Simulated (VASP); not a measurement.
# B (P6/mmm) in VASP: notebook

The runs below take B through single point, with PBE+D3(BJ).

Everything below comes from runs of VASP 6.6.1. Logs are shortened: lines on timing, memory, paths and dates and some standing lists are left out, and cuts for length are marked.

### Step 1. The cell of the first run

The structure is hexagonal, space group P6/mmm (No. 191). The conventional cell has a = 1.617 Å, b = 1.617 Å, c = 3.817 Å, α = 90.00°, β = 90.00°, γ = 120.00°. Within 2.2 Å of B (site symmetry 6/mmm) lie 6 B at 1.62 Å.

### Step 2. Single point, PBE+D3(BJ) (strain -0.050 along x and y, +0.050 along z)

INCAR

```
SYSTEM = B
PREC     = Accurate       ! precision mode
ENCUT    = 500            ! plane-wave cutoff, eV
EDIFF    = 1E-6           ! SCF threshold, eV
ISMEAR   = 0              ! smearing method
SIGMA    = 0.15           ! smearing width, eV
LREAL    = .False.        ! projectors in reciprocal space
LASPH    = .True.         ! aspherical terms in the spheres
NELM     = 120            ! most SCF steps
ALGO     = Normal         ! electronic algorithm
ISIF     = 2              ! what is computed and relaxed
LWAVE    = .False.        ! write WAVECAR
LCHARG   = .True.         ! write CHGCAR
GGA      = PE             ! functional
IVDW     = 12             ! dispersion correction
LELF     = .True.         ! ELF
LVHAR    = .True.       
NBANDS   = 8              ! bands
GGA_COMPAT= .False.
```

KPOINTS

```
Automatic mesh
0
Gamma
  33 33 14
  0 0 0
```

POSCAR

```
B
1.0
    1.6173118970      0.0000000000      0.0000000000
   -0.8086559485      1.4006331887      0.0000000000
    0.0000000000      0.0000000000      3.8171939925
B
1
Direct
    0.0000000000      0.0000000000      0.0000000000
```

Potentials or basis: VASP PAW PBE potentials, release 64 (B).

Command:

```bash
cat potpaw_PBE.64/B/POTCAR > POTCAR
mpirun -np 1 vasp_std > vasp.out
```

OUTCAR:

```text
SYSTEM = B
   PREC = Accurate
   ENCUT = 500
   EDIFF = 1E-6
   ISMEAR = 0
   LREAL = .False.
   LASPH = .True.
   NELM = 120
   ISIF = 2
   GGA = PE
   IVDW = 12
 IVDW          = 12

 ion  position               nearest neighbor table
   1  0.000  0.000  0.000-

  LATTYP: Found a hexagonal cell.
 ALAT       =     1.6173118970
 C/A-ratio  =     2.3602089366

  Lattice vectors:

 A1 = (   1.6173118970,   0.0000000000,   0.0000000000)
 A2 = (  -0.8086559485,   1.4006331887,   0.0000000000)
 A3 = (   0.0000000000,   0.0000000000,   3.8171939925)

Analysis of symmetry for initial positions (statically):
=====================================================================
 Subroutine PRICEL returns:
 Original cell was already a primitive cell.

 Routine SETGRP: Setting up the symmetry group for a
 hexagonal supercell.

 Subroutine GETGRP returns: Found 24 space group operations
 (whereof 24 operations were pure point group operations)
 out of a pool of 24 trial point group operations.

The static configuration has the point symmetry D_6h.

Analysis of symmetry for dynamics (positions and initial velocities):
=====================================================================
 Subroutine PRICEL returns:
 Original cell was already a primitive cell.

 Routine SETGRP: Setting up the symmetry group for a
 hexagonal supercell.

 Subroutine GETGRP returns: Found 24 space group operations
 (whereof 24 operations were pure point group operations)
 out of a pool of 24 trial point group operations.

The dynamic configuration has the point symmetry D_6h.

 Subroutine INISYM returns: Found 24 space group operations
 (whereof 24 operations are pure point group operations),
 and found     1 'primitive' translations

----------------------------------------------------------------------------------------

                                     Primitive cell

  volume of cell :       8.6469

  direct lattice vectors                    reciprocal lattice vectors
     1.617311897  0.000000000  0.000000000     0.618309926  0.356981402  0.000000000
    -0.808655948  1.400633189  0.000000000     0.000000000  0.713962805  0.000000000
     0.000000000  0.000000000  3.817193993     0.000000000  0.000000000  0.261972538

  length of vectors
     1.617311897  1.617311897  3.817193993     0.713962805  0.713962805  0.261972538

  position of ions in fractional coordinates (direct lattice)
     0.000000000  0.000000000  0.000000000

  ion indices of the primitive-cell ions
   primitive index   ion index
                 1           1

----------------------------------------------------------------------------------------

 KPOINTS: Automatic mesh

Automatic generation of k-mesh.
 Grid dimensions read from file:
 generate k-points for:   33   33   14

 Generating k-lattice:

  Cartesian coordinates                     Fractional coordinates (reciprocal lattice)
     0.018736664  0.010817618  0.000000000     0.030303030  0.000000000  0.000000000
     0.000000000  0.021635237  0.000000000     0.000000000  0.030303030  0.000000000
     0.000000000  0.000000000  0.018712324     0.000000000  0.000000000  0.071428571

  Length of vectors
     0.021635237  0.021635237  0.018712324

  Shift w.r.t. Gamma in fractional coordinates (k-lattice)
     0.000000000  0.000000000  0.000000000

 Subroutine IBZKPT returns following result:
 ===========================================

 Found    864 irreducible k-points:

 Following reciprocal coordinates:
            Coordinates               Weight
  0.000000  0.000000  0.000000      1.000000
  0.030303  0.000000  0.000000      6.000000
  0.060606  0.000000  0.000000      6.000000
  0.090909 -0.000000  0.000000      6.000000
  0.121212  0.000000  0.000000      6.000000
  0.151515 -0.000000  0.000000      6.000000
[... 16 lines left out ...]
  0.181818  0.030303  0.000000     12.000000
  0.212121  0.030303  0.000000     12.000000
 [... further k-points ...]
   k-points           NKPTS =    864   k-points in BZ     NKDIM =    864   number of bands    NBANDS=      8
   number of dos      NEDOS =    301   number of ions     NIONS =      1
   total plane-waves  NPLWV =   4032
   dimension x,y,z NGX =    12 NGY =   12 NGZ =   28
   dimension x,y,z NGXF=    24 NGYF=   24 NGZF=   56
   ions per type =               1
   NGX,Y,Z   is equivalent  to a cutoff of  12.33, 12.33, 12.19 a.u.
   NGXF,Y,Z  is equivalent  to a cutoff of  24.67, 24.67, 24.39 a.u.
 SYSTEM =  B
   PREC   = accura    normal or accurate (medium, high low for compatibility)
   ISTART =      0    job   : 0-new  1-cont  2-samecut
   ICHARG =      2    charge: 1-file 2-atom 10-const
   ISPIN  =      1    spin polarized calculation?
   LNONCOLLINEAR =      F non collinear calculations
   LSORBIT =      F    spin-orbit coupling
   LASPH  =      T    aspherical Exc in radial PAW
   ENCUT  =  500.0 eV  36.75 Ry    6.06 a.u.   2.95  2.95  6.96*2*pi/ulx,y,z
   NELM   =    120;   NELMIN=  2; NELMDL= -5     # of ELM steps
   EDIFF  = 0.1E-05   stopping-criterion for ELM
   LREAL  =      F    real-space projection
   EDIFFG = 0.1E-04   stopping-criterion for IOM
   NSW    =      0    number of steps for IOM
   IBRION =     -1    ionic relax: 0-MD 1-quasi-New 2-CG
   NFREE  =      0    steps in history (QN), initial steepest desc. (CG)
   ISIF   =      2    stress and relaxation
   ISYM   =      2    0-nonsym 1-usesym 2-fastsym
   POTIM  = 0.5000    time-step for ionic-motion
   TEBEG  =    0.0;   TEEND  =   0.0 temperature during run
   PSTRESS=    0.0 pullay stress
   NELECT =       3.0000    total number of electrons
   NUPDOWN=      -1.0000    fix difference up-down
   EMIN   =  10.00;   EMAX   =-10.00  energy-range for DOS
   EFERMI =   0.00;   METHOD = LEGACY
   ISMEAR =     0;   SIGMA  =   0.15  broadening in eV -4-tet -1-fermi 0-gaus
   EFERMI_NEDOS =   21; number of points for ismear=-14 and -15
   IALGO  =     38    algorithm
   IMIX   =      4    mixing-type and parameters
     AMIX     =   0.40;   BMIX     =  1.00
     AMIX_MAG =   1.60;   BMIX_MAG =  1.00
  volume/ion in A,a.u.               =       8.65        58.35
  Fermi-wavevector in a.u.,A,eV,Ry     =   1.150344  2.173835 18.004475  1.323292
  Thomas-Fermi vector in A             =   2.287009
   LORBIT       =      0    0 simple, 1 ext, 2 COOP (PROOUT), +10 PAW based schemes
   GGA     = PE    functional components
   LHFCALC =     F    Hartree Fock is set to
   AEXX    =    0.0000 exact exchange contribution
   IVDW    =    12    specifies the selected vdW correction
   LEPSILON=     F    determine dielectric tensor
   LRPA    =     F    only Hartree local field effects (RPA)
 non-spin polarized calculation
 Gauss-broadening in eV      SIGMA  =   0.15
  energy-cutoff  :      500.00
  volume of cell :        8.65
 maximum number of plane-waves:       231
 NGX is ok and might be reduce to    12
   NGX =  5   NGY =  5   NGZ = 13

 number of electron       3.0000000 magnetization

 Free energy of the ion-electron system (eV)
  ---------------------------------------------------
  ext. energy  EPLUGINS =         0.00000000
  ---------------------------------------------------
  free energy    TOTEN  =        -5.83272842 eV

  energy without entropy =       -5.83043959  energy(sigma->0) =       -5.83158401

 E-fermi :   5.7981     XC(G=0): -10.0132

 val. band max:        5.7643415199   @ k =   0.2727   0.1212   0.2143
 cond. band min:       5.8118876099   @ k =   0.3636   0.0000   0.5000
 fundamental gap:      0.0475460900
 Fermi energy:         5.7980815434

 k-point     1 :       0.0000    0.0000    0.0000
  band No.  band energies     occupation
      1     -12.6628      2.00000
      2      -2.5371      2.00000
      3       7.3298      0.00000
      4      28.2928      0.00000
      5      33.8005      0.00000
      6      34.4084      0.00000
      7      34.4084      0.00000
      8      56.7516      0.00000

 k-point     2 :       0.0303    0.0000    0.0000
  band No.  band energies     occupation
      1     -12.6182      2.00000
      2      -2.4694      2.00000
      3       7.3893      0.00000
      4      28.3535      0.00000
      5      33.2364      0.00000
      6      34.2399      0.00000
      7      34.8525      0.00000
      8      55.2106      0.00000

 k-point     3 :       0.0606    0.0000    0.0000
  band No.  band energies     occupation
      1     -12.4843      2.00000
      2      -2.2662      2.00000
      3       7.5678      0.00000
      4      28.5349      0.00000
      5      32.2986      0.00000
      6      33.7618      0.00000
      7      35.4132      0.00000
      8      52.9393      0.00000

 k-point     4 :       0.0909   -0.0000    0.0000
  band No.  band energies     occupation
      1     -12.2616      2.00000
      2      -1.9280      2.00000
      3       7.8646      0.00000
      4      28.8341      0.00000
      5      31.1331      0.00000
      6      33.0431      0.00000
      7      35.9055      0.00000
      8      51.0211      0.00000

 k-point     5 :       0.1212    0.0000    0.0000
  band No.  band energies     occupation
      1     -11.9509      2.00000
      2      -1.4552      2.00000
      3       8.2783      0.00000
      4      29.2458      0.00000
      5      29.7137      0.00000
      6      32.1657      0.00000
      7      36.3295      0.00000
      8      49.6366      0.00000
[... 177 lines left out ...]
 k-point    22 :       0.1515    0.0303    0.0000
  band No.  band energies     occupation
      1     -11.2892      2.00000
      2      -0.4447      2.00000
      3       9.1556      0.00000
      4      27.1351      0.00000
      5      30.0922      0.00000
      6      30.3381      0.00000
      7      37.1181      0.00000
      8      48.5519      0.00000

 k-point    23 :       0.1818    0.0303    0.0000
  band No.  band energies     occupation
      1     -10.7647      2.00000
      2       0.3607      2.00000
      3       9.8426      0.00000
      4      25.1761      0.00000
      5      29.3770      0.00000
      6      30.7184      0.00000
      7      37.5294      0.00000
      8      47.3407      0.00000

 k-point    24 :       0.2121    0.0303    0.0000
  band No.  band energies     occupation
      1     -10.1594      2.00000
      2       1.2963      2.00000
      3      10.6164      0.00000
      4      23.1434      0.00000
      5      28.4606      0.00000
      6      31.3559      0.00000
      7      37.9861      0.00000
      8      44.2620      0.00000

 [... further k-points ...]

------------------------ aborting loop because EDIFF is reached ----------------------------------------

 Edisp (eV)   -0.16528

 E8    (eV) :    -0.0537

  FORCE on cell =-STRESS in cart. coord.  units (eV):
  Direction    XX          YY          ZZ          XY          YZ          ZX
  --------------------------------------------------------------------------------------
  -------------------------------------------------------------------------------------
  Total       2.83981     2.83981    -0.18299     0.00000     0.00000     0.00000
  in kB     526.18357   526.18357   -33.90550     0.00000     0.00000     0.00000
  external pressure =      339.49 kB  Pullay stress =        0.00 kB

 VOLUME and BASIS-vectors are now :
 -----------------------------------------------------------------------------
  energy-cutoff  :      500.00
  volume of cell :        8.65
      direct lattice vectors                 reciprocal lattice vectors
     1.617311897  0.000000000  0.000000000     0.618309926  0.356981402  0.000000000
    -0.808655948  1.400633189  0.000000000     0.000000000  0.713962805  0.000000000
     0.000000000  0.000000000  3.817193993     0.000000000  0.000000000  0.261972538

 POSITION                                       TOTAL-FORCE (eV/Angst)
 -----------------------------------------------------------------------------------
      0.00000      0.00000      0.00000         0.000000      0.000000      0.000000
 -----------------------------------------------------------------------------------
    total drift:                                0.000000     -0.000000     -0.000000

  FREE ENERGIE OF THE ION-ELECTRON SYSTEM (eV)
  ---------------------------------------------------
  free  energy   TOTEN  =        -5.9980112321 eV

  energy  without entropy=       -5.9957224065  energy(sigma->0) =       -5.99686682
```

Run time: 20 s. Hardware: 1 thread of Intel Xeon Platinum 8488C (Sapphire Rapids), shared host; peak memory 0.15 GiB.

Results:

| Property | Result |
| --- | --- |
| Free energy | -5.9980 eV |
| Pressure | 33.9 GPa |
| Dispersion energy per atom | -0.165 eV |

Caveat: the cell differs from its parent crystal (strain -0.050 along x and y, +0.050 along z); pairwise dispersion overbinds metals, which lowers pressure and volume.

### Step 3. Single point, PBE+D3(BJ) (strain +0.000 along x and y, -0.050 along z)

INCAR

```
SYSTEM = B
PREC = Accurate
ENCUT = 500
EDIFF = 1E-6
ISMEAR = 0
SIGMA = 0.15
LREAL = .FALSE.
LASPH = .TRUE.
NELM = 120
ALGO = Normal
ISIF = 2
LWAVE = .FALSE.
LCHARG = .TRUE.
GGA = PE
IVDW = 12
LELF = .TRUE.
LVHAR = .TRUE.
NBANDS = 8
GGA_COMPAT = .FALSE.
```

KPOINTS

```
regular mesh
0
G
  33 33 14
  0 0 0
```

POSCAR

```
B
1.0
    1.7024335758      0.0000000000      0.0000000000
   -0.8512167879      1.4743507249      0.0000000000
    0.0000000000      0.0000000000      3.4536517075
B
1
Direct
    0.0000000000      0.0000000000      0.0000000000
```

Potentials or basis: VASP PAW PBE potentials, release 64 (B).

Command:

```bash
cat potpaw_PBE.64/B/POTCAR > POTCAR
mpirun -np 1 vasp_std > vasp.out
```

Wall time 19 s (1 thread of Intel Xeon Platinum 8488C (Sapphire Rapids), shared host); peak memory 0.16 GiB.

Results (log left out):

* Free energy: -6.1547 eV
* Pressure: 0.5 GPa
* Dispersion energy per atom: -0.168 eV

Stress tensor (GPa, compression positive):
```
 1.06  0.00  0.00
 0.00  1.06  0.00
 0.00  0.00 -0.63
```

Levels at points of the mesh, in eV from the Fermi level:
```
           k point  band 1  band 2  band 3  band 4  band 5  band 6
(0.00, 0.00, 0.00)  -17.40   -6.51    2.65   24.86   24.86   29.25
(0.00, 0.00, 0.50)  -16.93   -8.97   10.34   15.60   24.88   24.88
```

Caveat: the cell differs from its parent crystal (strain +0.000 along x and y, -0.050 along z); pairwise dispersion overbinds metals, which lowers pressure and volume.

### Step 4. Single point, PBE+D3(BJ) (strain +0.050 along x and y, -0.050 along z)

INCAR

```
SYSTEM = B
  ALGO = Normal
  EDIFF = 1E-6
  ENCUT = 500
  GGA = PE
  GGA_COMPAT = .False.
  ISIF = 2
  ISMEAR = 0
  IVDW = 12
  LASPH = .True.
  LCHARG = .True.
  LELF = .True.
  LREAL = .False.
  LVHAR = .True.
  LWAVE = .False.
  NBANDS = 8
  NELM = 120
  PREC = Accurate
  SIGMA = 0.15
```

KPOINTS

```
k-points
0
Gamma
  33 33 14
  0 0 0
```

POSCAR

```
B
1.0
    1.7875552546      0.0000000000      0.0000000000
   -0.8937776273      1.5480682611      0.0000000000
    0.0000000000      0.0000000000      3.4536517075
B
1
Direct
    0.0000000000      0.0000000000      0.0000000000
```

Command:

```bash
cat potpaw_PBE.64/B/POTCAR > POTCAR
mpirun -np 1 vasp_std > vasp.out
```

Run time: 28 s. Hardware: 1 thread of Intel Xeon Platinum 8488C (Sapphire Rapids), shared host; peak memory 0.16 GiB.

It converged, with:

```yaml
Free_energy: -6.0566 eV
Pressure: -22.3 GPa
Dispersion_energy_per_atom: -0.152 eV
```

Stress tensor (GPa, compression positive):
```
-33.25   0.00   0.00
  0.00 -33.25   0.00
  0.00   0.00  -0.41
```

Levels at points of the mesh, in eV from the Fermi level:
| k point | band 1 | band 2 | band 3 | band 4 | band 5 |
| --- | --- | --- | --- | --- | --- |
| (0.00, 0.00, 0.00) | -16.27 | -5.37 | 3.23 | 21.73 | 21.73 |
| (0.00, 0.00, 0.50) | -15.76 | -8.02 | 11.04 | 16.39 | 21.75 |

Caveat: the cell differs from its parent crystal (strain +0.050 along x and y, -0.050 along z); pairwise dispersion overbinds metals, which lowers pressure and volume.

### Step 5. Single point, PBE+D3(BJ) (strain -0.050 along x and y, -0.050 along z)

INCAR

```
SYSTEM = B
PREC = Accurate
ENCUT = 500
EDIFF = 1E-6
ISMEAR = 0
SIGMA = 0.15
LREAL = .False.
LASPH = .True.
NELM = 120
ALGO = Normal
ISIF = 2
LWAVE = .False.
LCHARG = .True.
GGA = PE
IVDW = 12
LELF = .True.
LVHAR = .True.
NBANDS = 8
GGA_COMPAT = .False.
```

KPOINTS

```
regular mesh
0
Gamma
  33 33 14
  0 0 0
```

POSCAR

```
B
1.0
    1.6173118970      0.0000000000      0.0000000000
   -0.8086559485      1.4006331887      0.0000000000
    0.0000000000      0.0000000000      3.4536517075
B
1
Direct
    0.0000000000      0.0000000000      0.0000000000
```

Command:

```bash
cat potpaw_PBE.64/B/POTCAR > POTCAR
mpirun -np 1 vasp_std > vasp.out
```

It took 39 s on 1 thread of Intel Xeon 8259CL, shared host; peak memory 0.15 GiB.

Results (log left out):

- Free energy: -6.0121 eV
- Pressure: 37.7 GPa
- Dispersion energy per atom: -0.187 eV

Stress tensor (GPa, compression positive):
```
57.47  0.00  0.00
 0.00 57.47  0.00
 0.00  0.00 -1.81
```

Levels at points of the mesh, in eV from the Fermi level:
| k point | band 1 | band 2 | band 3 | band 4 | band 5 | band 6 | band 7 |
| --- | --- | --- | --- | --- | --- | --- | --- |
| (0.00, 0.00, 0.00) | -18.57 | -7.80 | 2.04 | 28.62 | 28.62 | 28.67 | 34.88 |
| (0.00, 0.00, 0.50) | -18.14 | -10.05 | 9.54 | 14.78 | 28.63 | 28.63 | 51.06 |

Caveat: the cell differs from its parent crystal (strain -0.050 along x and y, -0.050 along z); pairwise dispersion overbinds metals, which lowers pressure and volume.

### Step 6. Overview

| cell | gap on the mesh (eV) | pressure (GPa) |
| --- | --- | --- |
| a = 1.617, b = 1.617, c = 3.817 Å, angles 90.0, 90.0, 120.0°, 1 atom | none | 33.9 |
| a = 1.702, b = 1.702, c = 3.454 Å, angles 90.0, 90.0, 120.0°, 1 atom | none | 0.5 |
| a = 1.788, b = 1.788, c = 3.454 Å, angles 90.0, 90.0, 120.0°, 1 atom | none | -22.3 |
| a = 1.617, b = 1.617, c = 3.454 Å, angles 90.0, 90.0, 120.0°, 1 atom | none | 37.7 |

Alike in all rows: task single point; level PBE+D3(BJ); potentials or basis VASP PAW PBE potentials, release 64 (B); no spin polarisation; k mesh 33 × 33 × 14; cutoff (eV) 500; smearing gaussian 0.15 eV.

Caveats: pairwise dispersion overbinds metals, which lowers pressure and volume.

Absolute energies hang on the potentials; compare differences alone.
